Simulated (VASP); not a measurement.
**MgO: single point with PBE**

MgO:

```
Mg O
1.0
     0.00000    2.15995    2.15995
     2.15995    0.00000    2.15995
     2.15995    2.15995    0.00000
Mg O
1 1
Cartesian
  0.0000 0.0000 0.0000
  2.1599 2.1599 2.1599
```

```yaml
Program: VASP 6.6.1
Task: single point
Functional: PBE
Potentials_or_basis: VASP PAW PBE potentials, release 64 (Mg_sv, O)
Cutoff: 840 eV
k_mesh: 8 × 8 × 8
Occupations: gaussian, width 0.01 eV
Spin: no spin polarisation
```

The pressure is -6.3 GPa. The band gap on the k mesh is 4.04 eV.

Levels at points of the mesh, in eV from the valence-band top:
```csv
k point,band 4,band 5,band 6,band 7,band 8,band 9,band 10,band 11,band 12,band 13
"(0.00, 0.00, 0.00)",-39.27,-16.88,0.00,0.00,0.00,4.04,15.37,15.37,15.37,19.09
"(0.50, 0.00, 0.00)",-39.28,-15.76,-4.29,-0.58,-0.58,7.44,11.77,15.57,15.57,19.84
"(0.50, 0.50, 0.00)",-39.29,-15.56,-3.76,-1.24,-1.24,9.02,9.20,12.32,17.87,17.87
```

It took 40 s on 1 thread of AMD EPYC 7R43 64-Core Processor (Zen 3) (shared host), peak memory 0.13 GiB.

Caveat: the cell stands under tension. A hybrid or GW would open this gap; PBE tends to underestimate it.
